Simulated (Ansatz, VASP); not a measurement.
# CdSe in VASP and in Ansatz

```
Cd Se
1.0
     4.09870    0.00000    0.00000
    -2.04935    3.54958    0.00000
     0.00000    0.00000    6.72978
Cd Se
2 2
Direct
  0.33333 0.66667 0.00568
  0.66667 0.33333 0.50568
  0.33333 0.66667 0.37932
  0.66667 0.33333 0.87932
```

Alike in both runs: task single point; functional PBEsol; k mesh 6 × 6 × 4; occupations fermi-dirac, width 0.01 eV; non-collinear spin, spin-orbit coupling.

```csv
,VASP,Ansatz
version,VASP 6.6.1,Ansatz 0.2.0
potentials or method,"VASP PAW PBE potentials, release 64 (Cd, Se), cutoff 520 eV",all-electron LAPW
```

Ansatz gave:

```
pressure (GPa)           : 10.0
net moment per atom (μB) : 0.00
```

Q: Estimate VASP's values.

A: Pressure (GPa): 10.6; net moment per atom (μB): 0.00.

VASP's potentials were made for PBE, not for PBEsol. Ansatz ran all-electron here, and VASP with PAW potentials.
